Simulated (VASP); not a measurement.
Set up this calculation in VASP 6.6.1, as the native input.

* Task: single point
* Functional: PBE
* Potentials or basis: VASP PAW PBE potentials, release 64 (Na_pv, H)
* Cutoff: 520 eV
* k mesh: 6 × 6 × 4
* Occupations: gaussian, width 0.01 eV
* Spin: no spin polarisation
* Dipole correction: no
* Further INCAR settings: ALGO = Normal; EDIFF = 1e-06; NBANDS = 16

The structure of NaH lies in POSCAR:

```
NaH
1.0
    3.3191587698      0.0000000000      0.0000000000
   -1.6595793849      2.8744758138      0.0000000000
    0.0000000000      0.0000000000      5.8309537900
Na H
2 2
Direct
    0.0000000000      0.0000000000      0.0000000000
    0.0000000000      0.0000000000      0.5000000000
    0.3333333333      0.6666666667      0.2500000000
    0.6666666667      0.3333333333      0.7500000000
```

The input as run:

INCAR

```
ALGO = Normal
EDIFF = 1E-6
ENCUT = 520
GGA = PE
ISIF = 2
ISMEAR = 0
LASPH = True
LCHARG = False
LREAL = False
LWAVE = False
NBANDS = 16
NELM = 60
PREC = Accurate
SIGMA = 0.01
```

KPOINTS

```
k-points
0
Gamma
  6 6 4
```

Potentials or basis: VASP PAW PBE potentials, release 64 (Na_pv, H).

The run is started by

```console
$ cat potpaw_PBE.64/Na_pv/POTCAR potpaw_PBE.64/H/POTCAR > POTCAR
$ mpirun -np 1 vasp_std > vasp.out
```

Results of the run:

The pressure is 0.6 GPa and the band gap on the k mesh is 3.45 eV (least direct gap 4.51 eV).

Wall time 33 s on 1 thread of Intel Xeon 8259CL, with other jobs on the host, peak memory 0.18 GiB.
